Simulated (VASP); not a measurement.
# ZrNb2N4 (P-1) in VASP: relaxation of cell and atoms with PBE

Aim: the relaxation of cell and atoms of ZrNb2N4 with PBE.

Program: VASP 6.6.1. These are calculated values, not measurements. Logs are shortened: lines on timing, memory, paths and dates and some standing lists are left out, and cuts for length are marked.

## 1. The cell of the first run

The typed cell holds 7 atoms: a = 2.902 Å, b = 4.919 Å, c = 6.321 Å, α = 105.00°, β = 91.18°, γ = 93.57°.

The cell was built from a structure type or drawn by symmetry, and may not be a known phase.

## 2. Relaxation of cell and atoms, PBE

File INCAR:

```
SYSTEM = ZrNb2N4
PREC = Accurate
ENCUT = 600
EDIFF = 1E-6
ISMEAR = 0
SIGMA = 0.15
LREAL = .FALSE.
LASPH = .TRUE.
NELM = 80
ALGO = Normal
ISIF = 3
LWAVE = .FALSE.
LCHARG = .FALSE.
GGA = PE
IBRION = 2
NSW = 36
EDIFFG = -0.08
```

File KPOINTS:

```
regular mesh
0
G
  4 3 2
  0 0 0
```

File POSCAR:

```
ZrNb2N4
1.0
    2.9019232400      0.0000000000      0.0000000000
   -0.3066141500      4.9092780300      0.0000000000
   -0.1304627700     -1.6474683700      6.1011763000
Zr Nb N
1 2 4
Direct
    0.5000000000      0.0000000000      0.5000000000
    0.0000000000      0.0000000000      0.0000000000
    0.5000000000      0.5000000000      0.0000000000
    0.4745292700      0.7901516000      0.8463810100
    0.0368960600      0.2582065200      0.8354387900
    0.9631039400      0.7417934800      0.1645612100
    0.5254707300      0.2098484000      0.1536189900
```

Potentials or basis: VASP PAW PBE potentials, release 64 (Zr_sv, Nb_sv, N).

Command:

```sh
cat potpaw_PBE.64/Zr_sv/POTCAR potpaw_PBE.64/Nb_sv/POTCAR potpaw_PBE.64/N/POTCAR > POTCAR
mpirun -np 1 vasp_std > vasp.out
```

OUTCAR:

```text
SYSTEM = ZrNb2N4
   PREC = Accurate
   ENCUT = 600
   EDIFF = 1E-6
   ISMEAR = 0
   LREAL = .FALSE.
   LASPH = .TRUE.
   NELM = 80
   ISIF = 3
   GGA = PE
   IBRION = 2
   NSW = 36
   EDIFFG = -0.08

 ion  position               nearest neighbor table
   1  0.500  0.000  0.500-   5 2.60   6 2.60   6 2.62   5 2.62   7 2.65   4 2.65   2 3.45   2 3.45
                             3 3.47   3 3.47
   2  0.000  0.000  0.000-   5 1.84   6 1.84   7 1.89   4 1.89   7 1.90   4 1.90   3 2.78   3 2.78
                             3 2.93   3 2.93   1 3.45   1 3.45
   3  0.500  0.500  0.000-   5 1.85   6 1.85   4 1.93   7 1.93   5 2.14   6 2.14   2 2.78   2 2.78
                             2 2.93   2 2.93   1 3.47   1 3.47
   4  0.475  0.790  0.846-   2 1.89   2 1.90   3 1.93   1 2.65
   5  0.037  0.258  0.835-   2 1.84   3 1.85   3 2.14   1 2.60   1 2.62
   6  0.963  0.742  0.165-   2 1.84   3 1.85   3 2.14   1 2.60   1 2.62
   7  0.525  0.210  0.154-   2 1.89   2 1.90   3 1.93   1 2.65

  LATTYP: Found a triclinic cell.
 ALAT       =     2.9019232400
 B/A-ratio  =     3.2107475510
 C/A-ratio  =     1.9135843263
 COS(alpha) =     0.0035561476
 COS(beta)  =     0.4673643288
 COS(gamma) =     0.6698179345

  Lattice vectors:

 A1 = (   2.9019232400,   0.0000000000,   0.0000000000)
 A2 = (   6.2409234000,  -3.2618096600,  -6.1011763000)
 A3 = (   2.5953090900,   4.9092780300,   0.0000000000)

Analysis of symmetry for initial positions (statically):
=====================================================================
 Subroutine PRICEL returns:
 Original cell was already a primitive cell.

 Routine SETGRP: Setting up the symmetry group for a
 triclinic supercell.

 Subroutine GETGRP returns: Found  2 space group operations
 (whereof  2 operations were pure point group operations)
 out of a pool of  2 trial point group operations.

The static configuration has the point symmetry S_2 .

Analysis of symmetry for dynamics (positions and initial velocities):
=====================================================================
 Subroutine PRICEL returns:
 Original cell was already a primitive cell.

 Routine SETGRP: Setting up the symmetry group for a
 triclinic supercell.

 Subroutine GETGRP returns: Found  2 space group operations
 (whereof  2 operations were pure point group operations)
 out of a pool of  2 trial point group operations.

The dynamic configuration has the point symmetry S_2 .

 Subroutine INISYM returns: Found  2 space group operations
 (whereof  2 operations are pure point group operations),
 and found     1 'primitive' translations

----------------------------------------------------------------------------------------

                                     Primitive cell

  volume of cell :      86.9195

  direct lattice vectors                    reciprocal lattice vectors
     2.901923240  0.000000000  0.000000000     0.344599053  0.021522298  0.013180188
    -0.306614150  4.909278030  0.000000000     0.000000000  0.203695939  0.055002937
    -0.130462770 -1.647468370  6.101176300     0.000000000  0.000000000  0.163902820

  length of vectors
     2.901923240  4.918843666  6.321038270     0.345521973  0.210991371  0.163902820

  position of ions in fractional coordinates (direct lattice)
     0.500000000  0.000000000  0.500000000
     0.000000000  0.000000000  0.000000000
     0.500000000  0.500000000  0.000000000
     0.474529270  0.790151600  0.846381010
     0.036896060  0.258206520  0.835438790
     0.963103940  0.741793480  0.164561210
     0.525470730  0.209848400  0.153618990

  ion indices of the primitive-cell ions
   primitive index   ion index
                 1           1
                 2           2
                 3           3
                 4           4
                 5           5
                 6           6
                 7           7

----------------------------------------------------------------------------------------

 KPOINTS: regular mesh

Automatic generation of k-mesh.
 Grid dimensions read from file:
 generate k-points for:    4    3    2

 Generating k-lattice:

  Cartesian coordinates                     Fractional coordinates (reciprocal lattice)
     0.086149763  0.005380575  0.003295047     0.250000000  0.000000000  0.000000000
     0.000000000  0.067898646  0.018334312     0.000000000  0.333333333 -0.000000000
     0.000000000  0.000000000  0.081951410     0.000000000  0.000000000  0.500000000

  Length of vectors
     0.086380493  0.070330457  0.081951410

  Shift w.r.t. Gamma in fractional coordinates (k-lattice)
     0.000000000  0.000000000  0.000000000

 Subroutine IBZKPT returns following result:
 ===========================================

 Found     14 irreducible k-points:

 Following reciprocal coordinates:
            Coordinates               Weight
  0.000000  0.000000  0.000000      1.000000
  0.250000  0.000000  0.000000      2.000000
  0.500000  0.000000  0.000000      1.000000
  0.000000  0.333333  0.000000      2.000000
  0.250000  0.333333  0.000000      2.000000
  0.500000  0.333333  0.000000      2.000000
 -0.250000  0.333333  0.000000      2.000000
  0.000000  0.000000  0.500000      1.000000
  0.250000  0.000000  0.500000      2.000000
  0.500000  0.000000  0.500000      1.000000
  0.000000  0.333333  0.500000      2.000000
  0.250000  0.333333  0.500000      2.000000
  0.500000  0.333333  0.500000      2.000000
 -0.250000  0.333333  0.500000      2.000000
   k-points           NKPTS =     14   k-points in BZ     NKDIM =     14   number of bands    NBANDS=     34
   number of dos      NEDOS =    301   number of ions     NIONS =      7
   total plane-waves  NPLWV =  48000
   dimension x,y,z NGX =    24 NGY =   40 NGZ =   50
   dimension x,y,z NGXF=    48 NGYF=   80 NGZF=  100
   ions per type =               1   2   4
   NGX,Y,Z   is equivalent  to a cutoff of  13.75, 13.52, 13.15 a.u.
   NGXF,Y,Z  is equivalent  to a cutoff of  27.50, 27.04, 26.30 a.u.
 SYSTEM =  ZrNb2N4
   PREC   = accura    normal or accurate (medium, high low for compatibility)
   ISTART =      0    job   : 0-new  1-cont  2-samecut
   ICHARG =      2    charge: 1-file 2-atom 10-const
   ISPIN  =      1    spin polarized calculation?
   LNONCOLLINEAR =      F non collinear calculations
   LSORBIT =      F    spin-orbit coupling
   LASPH  =      T    aspherical Exc in radial PAW
   ENCUT  =  600.0 eV  44.10 Ry    6.64 a.u.   5.80  9.82 12.62*2*pi/ulx,y,z
   NELM   =     80;   NELMIN=  2; NELMDL= -5     # of ELM steps
   EDIFF  = 0.1E-05   stopping-criterion for ELM
   LREAL  =      F    real-space projection
   EDIFFG = -.8E-01   stopping-criterion for IOM
   NSW    =     36    number of steps for IOM
   IBRION =      2    ionic relax: 0-MD 1-quasi-New 2-CG
   NFREE  =      1    steps in history (QN), initial steepest desc. (CG)
   ISIF   =      3    stress and relaxation
   ISYM   =      2    0-nonsym 1-usesym 2-fastsym
   POTIM  = 0.5000    time-step for ionic-motion
   TEBEG  =    0.0;   TEEND  =   0.0 temperature during run
   PSTRESS=    0.0 pullay stress
   NELECT =      58.0000    total number of electrons
   NUPDOWN=      -1.0000    fix difference up-down
   EMIN   =  10.00;   EMAX   =-10.00  energy-range for DOS
   EFERMI =   0.00;   METHOD = LEGACY
   ISMEAR =     0;   SIGMA  =   0.15  broadening in eV -4-tet -1-fermi 0-gaus
   EFERMI_NEDOS =   21; number of points for ismear=-14 and -15
   IALGO  =     38    algorithm
   IMIX   =      4    mixing-type and parameters
     AMIX     =   0.40;   BMIX     =  1.00
     AMIX_MAG =   1.60;   BMIX_MAG =  1.00
  volume/ion in A,a.u.               =      12.42        83.79
  Fermi-wavevector in a.u.,A,eV,Ry     =   1.430579  2.703402 27.845081  2.046556
  Thomas-Fermi vector in A             =   2.550409
   LORBIT       =      0    0 simple, 1 ext, 2 COOP (PROOUT), +10 PAW based schemes
   GGA     = PE    functional components
   LHFCALC =     F    Hartree Fock is set to
   AEXX    =    0.0000 exact exchange contribution
   IVDW    =     0    specifies the selected vdW correction
   LEPSILON=     F    determine dielectric tensor
   LRPA    =     F    only Hartree local field effects (RPA)
 conjugate gradient relaxation of ions
 non-spin polarized calculation
 Gauss-broadening in eV      SIGMA  =   0.15
  energy-cutoff  :      600.00
  volume of cell :       86.92
 maximum number of plane-waves:      2920
   NGX = 11   NGY = 19   NGZ = 25

--------------------------------------- Ionic step        1  -------------------------------------------

 number of electron      58.0000001 magnetization

 Free energy of the ion-electron system (eV)
  ---------------------------------------------------
  ext. energy  EPLUGINS =         0.00000000
  ---------------------------------------------------
  free energy    TOTEN  =       -60.70021054 eV

  energy without entropy =      -60.64947389  energy(sigma->0) =      -60.67484221

------------------------ aborting loop because EDIFF is reached ----------------------------------------

  FORCE on cell =-STRESS in cart. coord.  units (eV):
  Direction    XX          YY          ZZ          XY          YZ          ZX
  --------------------------------------------------------------------------------------
  -------------------------------------------------------------------------------------
  Total       41.0226756     49.4821581     13.6748174     10.6331943     -1.7973337      8.7214136
  in kB      756.1665148    912.0992355    252.0664202    196.0005126    -33.1300562    160.7608680
  external PRESSURE =     640.1107235 kB  Pullay stress =       0.0000000 kB
[... 28 lines left out ...]
--------------------------------------- Ionic step        2  -------------------------------------------

 number of electron      57.9999997 magnetization

 E-fermi :   2.9263     XC(G=0):  -8.8483

 val. band max:        2.9071554970   @ k =   0.2500   0.0000   0.5000
 cond. band min:       2.9268267710   @ k =   0.0000   0.0000   0.5000
 fundamental gap:      0.0196712740
 Fermi energy:         2.9263076595

 k-point     1 :       0.0000    0.0000    0.0000
  band No.  band energies     occupation
      1     -53.8527      2.00000
      2     -53.6639      2.00000
      3     -48.2680      2.00000
      4     -29.8013      2.00000
      5     -29.7262      2.00000
      6     -29.6659      2.00000
[... 582 lines left out ...]
  FREE ENERGIE OF THE ION-ELECTRON SYSTEM (eV)
  ---------------------------------------------------
  free  energy   TOTEN  =       -66.4442947224 eV

  energy  without entropy=      -66.3835627456  energy(sigma->0) =      -66.41392873

[... ionic steps 4 to 13 ...]

--------------------------------------- Ionic step       14  -------------------------------------------

 number of electron      58.0000000 magnetization

------------------------ aborting loop because EDIFF is reached ----------------------------------------
[... 77 lines left out ...]
--------------------------------------- Ionic step       16  -------------------------------------------

 number of electron      57.9999999 magnetization

 Free energy of the ion-electron system (eV)
  ---------------------------------------------------
  ext. energy  EPLUGINS =         0.00000000
  ---------------------------------------------------
  free energy    TOTEN  =       -70.30472673 eV

  energy without entropy =      -70.27264970  energy(sigma->0) =      -70.28868822

 E-fermi :   9.3978     XC(G=0): -11.7950

 val. band max:        9.3341442321   @ k =  -0.2500   0.3333   0.0000
 cond. band min:       9.4404311832   @ k =  -0.2500   0.3333   0.5000
 fundamental gap:      0.1062869510
 Fermi energy:         9.3977725285

 k-point     1 :       0.0000    0.0000    0.0000
  band No.  band energies     occupation
      1     -46.6770      2.00000
      2     -46.5434      2.00000
      3     -39.9860      2.00000
      4     -23.2857      2.00000
      5     -22.8096      2.00000
      6     -22.6216      2.00000
[... 541 lines left out ...]
  FREE ENERGIE OF THE ION-ELECTRON SYSTEM (eV)
  ---------------------------------------------------
  free  energy   TOTEN  =       -70.3047267311 eV

  energy  without entropy=      -70.2726497005  energy(sigma->0) =      -70.28868822

 reached required accuracy - stopping structural energy minimisation
```

Wall time 19 min (1 thread of Intel Xeon 8259CL, shared host); peak memory 0.25 GiB.

Results:

| Quantity | Value |
| --- | --- |
| Free energy | -70.3047 eV |
| Relaxed volume | 12.33 Å³/atom |
| Relaxed cell | a = 3.145 Å, b = 5.248 Å, c = 5.502 Å, α = 108.11°, β = 89.99°, γ = 90.01° |
| Space group after relaxing (to 0.1 Å) | P2/m (No. 10) |
| Pressure after relaxing | -0.2 GPa |
| Largest force after relaxing | 0.076 eV/Å |
| Band gap on the k mesh | zero (bands 29 and 30 overlap by 1.70 eV) |

Forces in eV/Å, atoms in the order of the input:
```
Zr   0.000  0.000  0.000
Nb   0.000  0.000  0.000
Nb   0.000  0.000  0.000
N   -0.007  0.046  0.060
N   -0.015  0.040 -0.032
N    0.015 -0.040  0.032
N    0.007 -0.046 -0.060
```

Stress tensor (GPa, compression positive):
```
-0.05  0.02  0.02
 0.02  0.12  0.23
 0.02  0.23 -0.53
```

Final structure:
```
CELL_PARAMETERS angstrom
3.14229 0.09614 0.06927
-0.16216 5.24551 0.02485
-0.06126 -1.73753 5.22025
ATOMIC_POSITIONS crystal
Zr 0.50000 0.00000 0.50000
Nb 0.00000 0.00000 0.00000
Nb 0.50000 0.50000 0.00000
N 0.50012 0.76965 0.78097
N 0.00035 0.25233 0.75724
N 0.99965 0.74767 0.24276
N 0.49988 0.23035 0.21903
```

Levels at points of the mesh, in eV from the Fermi level:
```
           k point  band 25  band 26  band 27  band 28  band 29  band 30  band 31  band 32  band 33  band 34
(0.00, 0.00, 0.00)    -2.54    -2.52    -1.65    -1.40    -1.28    -0.18     0.46     0.82     2.01     2.61
(0.50, 0.00, 0.00)    -3.92    -3.90    -2.91    -2.65     0.92     1.21     1.73     2.04     2.25     2.36
(0.00, 0.00, 0.50)    -4.07    -3.62    -1.76    -1.30    -0.48     0.16     0.35     0.65     1.74     2.70
(0.50, 0.00, 0.50)    -3.99    -3.76    -3.12    -2.02    -0.15     0.86     1.13     1.29     2.38     2.52
```

Caveat: the k points lie up to 0.60 Å⁻¹ apart in the final cell, too coarse for converged energies and pressures of a metal; the relaxation stopped at a loose force limit of 0.08 eV/Å, so its end isn't a converged minimum.
